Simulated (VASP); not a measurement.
HfB3N: relaxation of cell and atoms with PBE

The system is HfB3N.

```
Hf B N
1.0
     3.83788    0.00000    0.00000
     0.00000    3.83788    0.00000
     0.00000    0.00000    3.83788
Hf B N
1 3 1
Direct
  0.50000 0.50000 0.50000
  0.50000 0.00000 0.00000
  0.00000 0.50000 0.00000
  0.00000 0.00000 0.50000
  0.00000 0.00000 0.00000
```

```json
{"Program": "VASP 6.6.1", "Task": "relaxation of cell and atoms", "Functional": "PBE", "Potentials or basis": "VASP PAW PBE potentials, release 64 (Hf_pv, B, N)", "Cutoff": "600 eV", "k mesh": "4 × 4 × 4", "Occupations": "gaussian, width 0.1 eV", "Spin": "no spin polarisation", "Dipole correction": "no", "Further INCAR settings": "ALGO = Normal; EDIFF = 1e-07; IBRION = 2; EDIFFG = -0.04; NSW = 90; ISIF = 3"}
```

The relaxed volume is 9.53 Å³/atom and the relaxed cell is a = 3.625 Å, b = 3.625 Å, c = 3.625 Å, α = 90.00°, β = 90.00°, γ = 90.00°. The space group after relaxing (to 0.05 Å) is Pm-3m (No. 221), the energy gained by relaxing is 140.2 meV/atom and the ionic steps are 3. The pressure after relaxing is 0.2 GPa. The band gap on the k mesh is zero (band 12 reaches 9.15 eV, above the bottom of band 13 at 5.94 eV).

Step by step:
| step | energy change (eV) | largest force (eV/Å) | pressure (GPa) | volume (Å³) |
| --- | --- | --- | --- | --- |
| 1 | 0.0000 | 0.0000 | -22.08 | 56.53 |
| 2 | -0.5880 | 0.0000 | 12.73 | 44.72 |
| 3 | -0.7011 | 0.0000 | 0.16 | 47.65 |

Final structure:
```cif
data_structure
_symmetry_space_group_name_H-M 'P 1'
_symmetry_Int_Tables_number 1
_cell_length_a 3.6253
_cell_length_b 3.6253
_cell_length_c 3.6253
_cell_angle_alpha 90.000
_cell_angle_beta 90.000
_cell_angle_gamma 90.000
_cell_volume 47.65
loop_
_atom_site_label
_atom_site_type_symbol
_atom_site_fract_x
_atom_site_fract_y
_atom_site_fract_z
_atom_site_occupancy
Hf1 Hf 0.50000 0.50000 0.50000 1
B1 B 0.50000 0.00000 0.00000 1
B2 B 0.00000 0.50000 0.00000 1
B3 B 0.00000 0.00000 0.50000 1
N1 N 0.00000 0.00000 0.00000 1
```

Levels at points of the mesh, in eV from the Fermi level:
| k point | band 7 | band 8 | band 9 | band 10 | band 11 | band 12 | band 13 | band 14 | band 15 | band 16 |
| --- | --- | --- | --- | --- | --- | --- | --- | --- | --- | --- |
| (0.00, 0.00, 0.00) | -7.45 | -6.31 | -4.45 | -4.45 | 2.60 | 2.60 | 2.66 | 2.66 | 2.66 | 2.71 |
| (0.50, 0.00, 0.00) | -7.33 | -3.75 | -2.75 | -1.88 | -0.41 | 0.12 | 0.12 | 0.46 | 0.46 | 2.25 |
| (0.50, 0.50, 0.00) | -6.56 | -5.94 | -3.94 | -1.95 | -1.95 | 1.03 | 1.03 | 3.32 | 3.99 | 3.99 |
| (0.50, 0.50, 0.50) | -9.29 | -3.55 | -3.55 | -3.55 | 1.42 | 1.42 | 1.42 | 3.91 | 4.73 | 4.73 |

Run time: 48 s on 1 thread of Intel Xeon 8259CL, with other jobs on the host, peak memory 0.19 GiB.

Caveat: the k points lie up to 0.43 Å⁻¹ apart in the final cell; the volume moved by over 15 % at a fixed basis, so the end points are rough; spin-orbit coupling is left out, which moves the levels of the heavy elements.
